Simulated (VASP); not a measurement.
# Au in VASP: notebook

The runs below take Au through single point, with PBE.

All numbers are computed with VASP 6.6.1; they aren't measurements. Logs are shortened: lines on timing, memory, paths and dates and some standing lists are left out, and cuts for length are marked.

## 1. The cell of the first run

The typed cell holds 1 atom: a = 2.940 Å, b = 2.940 Å, c = 2.941 Å, α = 120.01°, β = 120.01°, γ = 60.02°.

## 2. Single point, PBE

Contents of INCAR:

```
SYSTEM = Au
  ALGO = Fast
  EDIFF = 1E-6
  ENCUT = 520
  GGA = PE
  ISIF = 2
  ISMEAR = 0
  LASPH = .True.
  LCHARG = .False.
  LREAL = .False.
  LWAVE = .False.
  NBANDS = 12
  NELM = 60
  PREC = Accurate
  SIGMA = 0.1
```

Contents of KPOINTS:

```
k-points
0
Gamma
  22 22 22
  0 0 0
```

Contents of POSCAR:

```
Au
1.0
    2.5449218605     -1.4705387613      0.0697135563
    2.5449218605      1.4705387613      0.0697135563
   -1.7636231531      0.0000000000      2.3534906643
Au
1
Direct
    0.0000000000      0.0000000000      0.0000000000
```

Potentials or basis: VASP PAW PBE potentials, release 64 (Au).

Command:

```sh
cat potpaw_PBE.64/Au/POTCAR > POTCAR
mpirun -np 1 vasp_std > vasp.out
```

OUTCAR:

```text
SYSTEM = Au
   EDIFF = 1E-6
   ENCUT = 520
   GGA = PE
   ISIF = 2
   ISMEAR = 0
   LASPH = .True.
   LREAL = .False.
   NELM = 60
   PREC = Accurate

 ion  position               nearest neighbor table
   1  0.000  0.000  0.000-

  LATTYP: Found a base centered monoclinic cell.
 ALAT       =     5.0917530404
 B/A-ratio  =     0.5776159015
 C/A-ratio  =     0.5775941298
 COS(beta)  =    -0.5775367590

  Lattice vectors:

 A1 = (   2.5449218605,  -1.4705387613,   0.0697135563)
 A2 = (   2.5449218605,   1.4705387613,   0.0697135563)
 A3 = (  -1.7636231531,   0.0000000000,   2.3534906643)

Analysis of symmetry for initial positions (statically):
=====================================================================
 Subroutine PRICEL returns:
 Original cell was already a primitive cell.

 Routine SETGRP: Setting up the symmetry group for a
 base centered monoclinic supercell.

 Subroutine GETGRP returns: Found  4 space group operations
 (whereof  4 operations were pure point group operations)
 out of a pool of  4 trial point group operations.

The static configuration has the point symmetry C_2h.

Analysis of symmetry for dynamics (positions and initial velocities):
=====================================================================
 Subroutine PRICEL returns:
 Original cell was already a primitive cell.

 Routine SETGRP: Setting up the symmetry group for a
 base centered monoclinic supercell.

 Subroutine GETGRP returns: Found  4 space group operations
 (whereof  4 operations were pure point group operations)
 out of a pool of  4 trial point group operations.

The dynamic configuration has the point symmetry C_2h.

 Subroutine INISYM returns: Found  4 space group operations
 (whereof  4 operations are pure point group operations),
 and found     1 'primitive' translations

----------------------------------------------------------------------------------------

                                     Primitive cell

  volume of cell :      17.9770

  direct lattice vectors                    reciprocal lattice vectors
     2.544921861 -1.470538761  0.069713556     0.192517777 -0.340011439  0.144266053
     2.544921861  1.470538761  0.069713556     0.192517777  0.340011439  0.144266053
    -1.763623153  0.000000000  2.353490664    -0.011405271  0.000000000  0.416354063

  length of vectors
[... 81 lines left out ...]
   LREAL  =      F    real-space projection
   EDIFFG = 0.1E-04   stopping-criterion for IOM
   NSW    =      0    number of steps for IOM
   IBRION =     -1    ionic relax: 0-MD 1-quasi-New 2-CG
   NFREE  =      0    steps in history (QN), initial steepest desc. (CG)
   ISIF   =      2    stress and relaxation
   ISYM   =      2    0-nonsym 1-usesym 2-fastsym
   POTIM  = 0.5000    time-step for ionic-motion
   TEBEG  =    0.0;   TEEND  =   0.0 temperature during run
   PSTRESS=    0.0 pullay stress
   NELECT =      11.0000    total number of electrons
   NUPDOWN=      -1.0000    fix difference up-down
   EMIN   =  10.00;   EMAX   =-10.00  energy-range for DOS
   EFERMI =   0.00;   METHOD = LEGACY
   ISMEAR =     0;   SIGMA  =   0.10  broadening in eV -4-tet -1-fermi 0-gaus
   EFERMI_NEDOS =   21; number of points for ismear=-14 and -15
   IALGO  =     68    algorithm
   IMIX   =      4    mixing-type and parameters
     AMIX     =   0.40;   BMIX     =  1.00
     AMIX_MAG =   1.60;   BMIX_MAG =  1.00
  volume/ion in A,a.u.               =      17.98       121.32
  Fermi-wavevector in a.u.,A,eV,Ry     =   1.389845  2.626426 26.281952  1.931669
  Thomas-Fermi vector in A             =   2.513837
   LORBIT       =      0    0 simple, 1 ext, 2 COOP (PROOUT), +10 PAW based schemes
   GGA     = PE    functional components
   LHFCALC =     F    Hartree Fock is set to
   AEXX    =    0.0000 exact exchange contribution
   IVDW    =     0    specifies the selected vdW correction
   LEPSILON=     F    determine dielectric tensor
   LRPA    =     F    only Hartree local field effects (RPA)
 non-spin polarized calculation
 RMM-DIIS sequential band-by-band and
 Gauss-broadening in eV      SIGMA  =   0.10
  energy-cutoff  :      520.00
  volume of cell :       17.98
 maximum number of plane-waves:       531
 NGX is ok and might be reduce to    24
   NGX = 11   NGY = 11   NGZ = 11

 number of electron      11.0000001 magnetization

 Free energy of the ion-electron system (eV)
  ---------------------------------------------------
  ext. energy  EPLUGINS =         0.00000000
  ---------------------------------------------------
  free energy    TOTEN  =        -3.22219835 eV

  energy without entropy =       -3.22097806  energy(sigma->0) =       -3.22158821

 E-fermi :   8.5915     XC(G=0): -12.3982

 val. band max:        8.5480603056   @ k =  -0.4091   0.5000   0.2727
 cond. band min:       8.6310836481   @ k =  -0.3636   0.1364   0.2273
 fundamental gap:      0.0830233425
 Fermi energy:         8.5914677424

 k-point     1 :       0.0000    0.0000    0.0000
  band No.  band energies     occupation
      1      -0.6948      2.00000
      2       4.1925      2.00000
      3       4.1928      2.00000
      4       4.1976      2.00000
      5       5.5693      2.00000
      6       5.5746      2.00000
      7      23.1904      0.00000
      8      26.8784      0.00000
      9      26.8795      0.00000
     10      26.8880      0.00000
     11      31.6199      0.00000
     12      35.6991      0.00000
[... 331 lines left out ...]
 k-point    24 :      -0.4545    0.0455    0.0000
  band No.  band energies     occupation
      1       1.8206      2.00000
      2       4.1444      2.00000
      3       4.2017      2.00000
      4       6.3552      2.00000
      5       6.6074      2.00000
      6       8.0143      2.00000
      7      11.7100      0.00000
      8      22.7058      0.00000
      9      24.9441      0.00000
     10      25.4031      0.00000
     11      32.7025      0.00000
     12      32.7705      0.00000

 [... further k-points ...]
[... 5 lines left out ...]
  --------------------------------------------------------------------------------------
  -------------------------------------------------------------------------------------
  Total       -0.0161175     -0.0177970     -0.0171466      0.0000000      0.0000000      0.0007333
  in kB       -1.4364463     -1.5861311     -1.5281666      0.0000000      0.0000000      0.0653537
  external PRESSURE =      -1.5169147 kB  Pullay stress =       0.0000000 kB

 VOLUME and BASIS-vectors are now :
 -----------------------------------------------------------------------------
  energy-cutoff  :      520.00
  volume of cell :       17.98
      direct lattice vectors                 reciprocal lattice vectors
     2.544921861 -1.470538761  0.069713556     0.192517777 -0.340011439  0.144266053
     2.544921861  1.470538761  0.069713556     0.192517777  0.340011439  0.144266053
    -1.763623153  0.000000000  2.353490664    -0.011405271  0.000000000  0.416354063

 POSITION                                       TOTAL-FORCE (eV/Angst)
 -----------------------------------------------------------------------------------
      0.00000      0.00000      0.00000        -0.000000     -0.000000      0.000000
 -----------------------------------------------------------------------------------
    total drift:                               -0.000000     -0.000000      0.000000

  FREE ENERGIE OF THE ION-ELECTRON SYSTEM (eV)
  ---------------------------------------------------
  free  energy   TOTEN  =        -3.2221983516 eV

  energy  without entropy=       -3.2209780646  energy(sigma->0) =       -3.22158821
```

OSZICAR:

```text
N       E                     dE             d eps       ncg     rms          rms(c)
DAV:   1     0.494476351764E+02    0.49448E+02   -0.55489E+03 69640   0.811E+02
DAV:   2    -0.278754198238E+01   -0.52235E+02   -0.49176E+02 78528   0.184E+02
DAV:   3    -0.348201317552E+01   -0.69447E+00   -0.69370E+00 80992   0.207E+01
DAV:   4    -0.348441470994E+01   -0.24015E-02   -0.24014E-02 80280   0.140E+00
DAV:   5    -0.348443333475E+01   -0.18625E-04   -0.18624E-04 82732   0.118E-01    0.795E+00
RMM:   6    -0.323873140958E+01    0.24570E+00   -0.30448E-01 67312   0.458E+00    0.515E+00
RMM:   7    -0.322395120788E+01    0.14780E-01   -0.32623E-02 71948   0.170E+00    0.265E+00
RMM:   8    -0.322223660782E+01    0.17146E-02   -0.27591E-03 74792   0.435E-01    0.328E-01
RMM:   9    -0.322219304429E+01    0.43564E-04   -0.38008E-04 78480   0.167E-01    0.107E-01
RMM:  10    -0.322219689469E+01   -0.38504E-05   -0.55931E-05 77469   0.562E-02    0.492E-02
RMM:  11    -0.322219823244E+01   -0.13378E-05   -0.12303E-05 72723   0.224E-02    0.994E-03
RMM:  12    -0.322219835164E+01   -0.11919E-06   -0.10344E-06 62050   0.643E-03
   1 F= -.32221984E+01 E0= -.32215882E+01  d E =-.122029E-02
```

stdout:

```text
POSCAR found type information on POSCAR Au
 POSCAR found :  1 types and       1 ions
 scaLAPACK will be used
 LDA part: xc-table for (Slater+PW92), standard interpolation
 POSCAR, INCAR and KPOINTS ok, starting setup
 FFT: planning ... GRIDC
 FFT: planning ... GRID_SOFT
 FFT: planning ... GRID
 WAVECAR not read
 entering main loop
```

Wall time 4.1 min (1 thread of Intel Xeon 6975P-C, shared host); peak memory 0.69 GiB.

Results:

```yaml
Free_energy: -3.2222 eV
Pressure: -0.2 GPa
```

Caveat: spin-orbit coupling is left out, which moves the levels of the heavy elements.

## 3. Single point, PBE (volume scaled by 1.03, then relaxed in part)

Contents of INCAR:

```
SYSTEM = Au
PREC     = Accurate       ! precision mode
ENCUT    = 520            ! plane-wave cutoff, eV
EDIFF    = 1E-6           ! SCF threshold, eV
ISMEAR   = 0              ! smearing method
SIGMA    = 0.1            ! smearing width, eV
LREAL    = .FALSE.        ! projectors in reciprocal space
LASPH    = .TRUE.         ! aspherical terms in the spheres
NELM     = 60             ! most SCF steps
ALGO     = Fast           ! electronic algorithm
ISIF     = 2              ! what is computed and relaxed
LWAVE    = .FALSE.        ! write WAVECAR
LCHARG   = .FALSE.        ! write CHGCAR
GGA      = PE             ! functional
NBANDS   = 12             ! bands
```

Contents of KPOINTS:

```
Automatic mesh
0
G
  22 22 22
  0 0 0
```

Contents of POSCAR:

```
Au
1.0
    2.5701207454     -1.4850994979      0.0704038344
    2.5701207454      1.4850994979      0.0704038344
   -1.7810859041      0.0000000000      2.3767940676
Au
1
Direct
    0.0000000000      0.0000000000      0.0000000000
```

Potentials or basis: VASP PAW PBE potentials, release 64 (Au).

Command:

```sh
cat potpaw_PBE.64/Au/POTCAR > POTCAR
mpirun -np 1 vasp_std > vasp.out
```

OUTCAR:

```text
SYSTEM = Au
   PREC = Accurate
   ENCUT = 520
   EDIFF = 1E-6
   ISMEAR = 0
   LREAL = .FALSE.
   LASPH = .TRUE.
   NELM = 60
   ISIF = 2
   GGA = PE

 ion  position               nearest neighbor table
   1  0.000  0.000  0.000-

  LATTYP: Found a base centered monoclinic cell.
 ALAT       =     5.1421697155
 B/A-ratio  =     0.5776159015
 C/A-ratio  =     0.5775941298
 COS(beta)  =    -0.5775367590

  Lattice vectors:

 A1 = (   2.5701207454,  -1.4850994979,   0.0704038344)
 A2 = (   2.5701207454,   1.4850994979,   0.0704038344)
 A3 = (  -1.7810859041,   0.0000000000,   2.3767940676)

Analysis of symmetry for initial positions (statically):
=====================================================================
 Subroutine PRICEL returns:
 Original cell was already a primitive cell.

 Routine SETGRP: Setting up the symmetry group for a
 base centered monoclinic supercell.

 Subroutine GETGRP returns: Found  4 space group operations
 (whereof  4 operations were pure point group operations)
 out of a pool of  4 trial point group operations.

The static configuration has the point symmetry C_2h.

[... 163 lines left out ...]
 cond. band min:       8.1559991509   @ k =  -0.3636   0.1364   0.2273
 fundamental gap:      0.0492360791
 Fermi energy:         8.1320363945

 k-point     1 :       0.0000    0.0000    0.0000
  band No.  band energies     occupation
      1      -0.8583      2.00000
      2       3.8796      2.00000
      3       3.8799      2.00000
      4       3.8844      2.00000
      5       5.1856      2.00000
      6       5.1907      2.00000
      7      22.7540      0.00000
      8      26.2713      0.00000
      9      26.2724      0.00000
     10      26.2801      0.00000
     11      30.9257      0.00000
     12      34.7204      0.00000
[... 331 lines left out ...]
 k-point    24 :      -0.4545    0.0455    0.0000
  band No.  band energies     occupation
      1       1.6101      2.00000
      2       3.8360      2.00000
      3       3.8902      2.00000
      4       5.9522      2.00000
      5       6.1713      2.00000
      6       7.6426      2.00000
      7      11.1163      0.00000
      8      22.2543      0.00000
      9      24.2529      0.00000
     10      24.7094      0.00000
     11      31.8441      0.00000
     12      31.8921      0.00000

 [... further k-points ...]
[... 5 lines left out ...]
  --------------------------------------------------------------------------------------
  -------------------------------------------------------------------------------------
  Total       -0.4522482     -0.4538537     -0.4532037      0.0000000      0.0000000      0.0007603
  in kB      -39.1320053    -39.2709235    -39.2146793      0.0000000      0.0000000      0.0657911
  external PRESSURE =     -39.2058694 kB  Pullay stress =       0.0000000 kB

 VOLUME and BASIS-vectors are now :
 -----------------------------------------------------------------------------
  energy-cutoff  :      520.00
  volume of cell :       18.52
      direct lattice vectors                 reciprocal lattice vectors
     2.570120745 -1.485099498  0.070403834     0.190630227 -0.336677779  0.142851589
     2.570120745  1.485099498  0.070403834     0.190630227  0.336677779  0.142851589
    -1.781085904  0.000000000  2.376794068    -0.011293447  0.000000000  0.412271898

 POSITION                                       TOTAL-FORCE (eV/Angst)
 -----------------------------------------------------------------------------------
      0.00000      0.00000      0.00000        -0.000000      0.000000      0.000000
 -----------------------------------------------------------------------------------
    total drift:                               -0.000000     -0.000000      0.000000

  FREE ENERGIE OF THE ION-ELECTRON SYSTEM (eV)
  ---------------------------------------------------
  free  energy   TOTEN  =        -3.2152808755 eV

  energy  without entropy=       -3.2141224995  energy(sigma->0) =       -3.21470169
```

OSZICAR:

```text
N       E                     dE             d eps       ncg     rms          rms(c)
DAV:   1     0.487768232808E+02    0.48777E+02   -0.55411E+03 69856   0.808E+02
DAV:   2    -0.279041067459E+01   -0.51567E+02   -0.48509E+02 78472   0.182E+02
DAV:   3    -0.347127171547E+01   -0.68086E+00   -0.68006E+00 81192   0.203E+01
DAV:   4    -0.347367775730E+01   -0.24060E-02   -0.24059E-02 80316   0.140E+00
DAV:   5    -0.347369700608E+01   -0.19249E-04   -0.19249E-04 82484   0.120E-01    0.725E+00
RMM:   6    -0.322975442972E+01    0.24394E+00   -0.31364E-01 67326   0.463E+00    0.479E+00
RMM:   7    -0.321683662330E+01    0.12918E-01   -0.29784E-02 72101   0.162E+00    0.256E+00
RMM:   8    -0.321531798714E+01    0.15186E-02   -0.23626E-03 74805   0.401E-01    0.320E-01
RMM:   9    -0.321527514749E+01    0.42840E-04   -0.34837E-04 78132   0.159E-01    0.102E-01
RMM:  10    -0.321527950632E+01   -0.43588E-05   -0.51074E-05 77372   0.537E-02    0.444E-02
RMM:  11    -0.321528076221E+01   -0.12559E-05   -0.11265E-05 72040   0.215E-02    0.947E-03
RMM:  12    -0.321528087546E+01   -0.11325E-06   -0.94761E-07 61452   0.615E-03
   1 F= -.32152809E+01 E0= -.32147017E+01  d E =-.115838E-02
```

stdout:

```text
POSCAR found type information on POSCAR Au
 POSCAR found :  1 types and       1 ions
 scaLAPACK will be used
 LDA part: xc-table for (Slater+PW92), standard interpolation
 POSCAR, INCAR and KPOINTS ok, starting setup
 FFT: planning ... GRIDC
 FFT: planning ... GRID_SOFT
 FFT: planning ... GRID
 WAVECAR not read
 entering main loop
WARNING in EDDRMM: call to ZHEGV failed, returncode =   6  3     12
```

Wall time 4.4 min (1 thread of Intel Xeon 6975P-C, shared host); peak memory 0.68 GiB.

Results:

```yaml
Free_energy: -3.2153 eV
Pressure: -3.9 GPa
```

Levels at points of the mesh, in eV from the Fermi level:
```csv
k point,band 2,band 3,band 4,band 5,band 6,band 7,band 8,band 9,band 10,band 11
"(0.00, 0.00, 0.00)",-4.25,-4.25,-4.25,-2.95,-2.94,14.62,18.14,18.14,18.15,22.79
"(0.50, 0.00, 0.00)",-4.28,-4.28,-1.91,-1.91,-0.56,2.67,14.06,16.51,16.52,23.72
"(0.50, 0.50, 0.00)",-6.04,-1.95,-1.63,-1.63,1.28,5.16,9.78,9.78,16.34,18.73
"(0.00, 0.00, 0.50)",-4.28,-4.28,-1.91,-1.91,-0.56,2.67,14.06,16.51,16.52,23.72
"(0.50, 0.00, 0.50)",-6.04,-1.95,-1.63,-1.63,1.27,5.15,9.79,9.79,16.35,18.73
"(0.50, 0.50, 0.50)",-4.28,-4.28,-1.91,-1.91,-0.56,2.67,14.06,16.51,16.52,23.72
```

Caveat: spin-orbit coupling is left out, which moves the levels of the heavy elements.

## 4. Single point, PBE (volume scaled by 1.06, then relaxed in part)

Contents of INCAR:

```
SYSTEM = Au
ALGO = Fast
EDIFF = 1E-6
ENCUT = 520
GGA = PE
ISIF = 2
ISMEAR = 0
LASPH = .TRUE.
LCHARG = .TRUE.
LELF = .TRUE.
LREAL = .FALSE.
LVHAR = .TRUE.
LWAVE = .FALSE.
NBANDS = 12
NELM = 60
PREC = Accurate
SIGMA = 0.1
```

Contents of KPOINTS:

```
k-points
0
G
  22 22 22
  0 0 0
```

Contents of POSCAR:

```
Au
1.0
    2.5948349610     -1.4993801768      0.0710808359
    2.5948349610      1.4993801768      0.0710808359
   -1.7982127808      0.0000000000      2.3996492588
Au
1
Direct
    0.0000000000      0.0000000000      0.0000000000
```

Command:

```sh
cat potpaw_PBE.64/Au/POTCAR > POTCAR
mpirun -np 1 vasp_std > vasp.out
```

It took 5 min on 1 thread of Intel Xeon 6975P-C, shared host; peak memory 0.69 GiB.

The run converged. Its results:

```
Free energy : -3.1969 eV
Pressure    : -7.0 GPa
```

Levels at points of the mesh, in eV from the Fermi level:
```csv
k point,band 2,band 3,band 4,band 5,band 6,band 7,band 8,band 9,band 10,band 11
"(0.00, 0.00, 0.00)",-4.12,-4.11,-4.11,-2.87,-2.87,14.64,17.99,17.99,18.00,22.56
"(0.50, 0.00, 0.00)",-4.14,-4.14,-1.89,-1.89,-0.43,2.53,14.07,16.29,16.30,23.32
"(0.50, 0.50, 0.00)",-5.82,-1.93,-1.62,-1.62,1.36,4.95,9.70,9.70,16.05,18.37
"(0.00, 0.00, 0.50)",-4.14,-4.14,-1.89,-1.89,-0.43,2.53,14.07,16.29,16.30,23.32
"(0.50, 0.00, 0.50)",-5.82,-1.93,-1.63,-1.62,1.35,4.94,9.71,9.71,16.06,18.38
"(0.50, 0.50, 0.50)",-4.14,-4.14,-1.89,-1.89,-0.43,2.53,14.07,16.29,16.30,23.32
```

Caveat: spin-orbit coupling is left out, which moves the levels of the heavy elements.

## 5. Summary

```tsv
cell	gap on the mesh (eV)	pressure (GPa)
a = 2.940, b = 2.940, c = 2.941 Å, angles 120.0, 120.0, 60.0°, 1 atom	none	-0.2
a = 2.969, b = 2.969, c = 2.970 Å, angles 120.0, 120.0, 60.0°, 1 atom	none	-3.9
a = 2.998, b = 2.998, c = 2.999 Å, angles 120.0, 120.0, 60.0°, 1 atom	none	-7.0
```

Alike in all rows: task single point; level PBE; potentials or basis VASP PAW PBE potentials, release 64 (Au); no spin polarisation; k mesh 22 × 22 × 22; cutoff (eV) 520; smearing gaussian 0.1 eV.

Caveats: spin-orbit coupling is left out, which moves the levels of the heavy elements.

Total energies depend on the potentials used, so only differences within one code and one set of settings carry meaning.
